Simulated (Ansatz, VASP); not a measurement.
WS2: VASP beside Ansatz

```
W S
1.0
     3.15972    0.00000   -0.47396
    -1.57986    2.73639    0.23698
    -2.54092    0.00000   14.39855
W S
1 2
Direct
  0.33289 0.66579 0.00000
  0.50214 0.33377 0.88677
  0.83164 0.33377 0.11323
```

Change from the starting cell: engineering shear strain xz -0.3000, normal strain along z -0.1500.

Alike in both runs: functional PBE; dispersion D3(BJ); k mesh 12 × 12 × 2; occupations gaussian, width 0.05 eV; no spin polarisation.

Ansatz relaxed the structure, and its values are those at the end. VASP's run is a single point on that final structure, the one shown.

```csv
,VASP,Ansatz
version,VASP 6.6.1,Ansatz 0.2.0
potentials or method,"VASP PAW PBE potentials, release 64 (W_sv, S), cutoff 520 eV","scalar-relativistic, plane waves, PAW"
valence electrons in the cell,26,26
```

```csv
,VASP,Ansatz,Ansatz less VASP
gap on the k mesh at the Fermi level (eV),1.84,1.84,-0.003
least direct gap on the mesh (eV),1.84,1.84,-0.003
```

Ansatz's warnings: stress scf threshold loose.

Neither program's run includes spin-orbit coupling.
